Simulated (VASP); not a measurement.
Here is a VASP 6.6.1 calculation.

The input INCAR:

```
SYSTEM = GaP
PREC = Accurate
ENCUT = 500
EDIFF = 1E-6
ISMEAR = 0
SIGMA = 0.02
LREAL = .False.
LASPH = .True.
NELM = 120
ALGO = Normal
ISIF = 2
LWAVE = .False.
LCHARG = .False.
GGA = PE
NBANDS = 16
GGA_COMPAT = .False.
```

Contents of KPOINTS:

```
regular mesh
0
Gamma
  8 8 8
  0 0 0
```

The input POSCAR:

```
GaP
1.0
    0.0000000000      2.7525368100      2.7525368100
    2.7525368100      0.0000000000      2.7525368100
    2.7525368100      2.7525368100      0.0000000000
Ga P
1 1
Direct
    0.0000000000      0.0000000000      0.0000000000
    0.7500000000      0.7500000000      0.7500000000
```

Potentials or basis: VASP PAW PBE potentials, release 64 (Ga_d, P).

Launch:

```bash
$ cat potpaw_PBE.64/Ga_d/POTCAR potpaw_PBE.64/P/POTCAR > POTCAR
$ mpirun -np 1 vasp_std > vasp.out
```

**Question.** What does it give for the pressure?

**Answer.** 0.0 GPa.

**Question.** What does it give for the band gap on the k mesh?

**Answer.** 1.58 eV, direct.

**The experiment to reproduce.**

“Stacking defects in GaP nanowires: Electronic structure and optical properties”, 2018, arxiv:1810.01194 quotes, for a bulk crystal of GaP at 10 K: band gap 2.34 eV (indirect).

A measured gap of GaP is 2.34 eV (indirect; 10 K; quoted in “Stacking defects in GaP nanowires: Electronic structure and optical properties”, 2018, arxiv:1810.01194); the calculated 1.58 eV misses it by -0.76 eV. Spin-orbit coupling on Ga is left out. The value is that of PBE on a finite k mesh, which can miss the band edges, without temperature or zero-point motion. Semilocal functionals fall short of measured gaps as a rule.
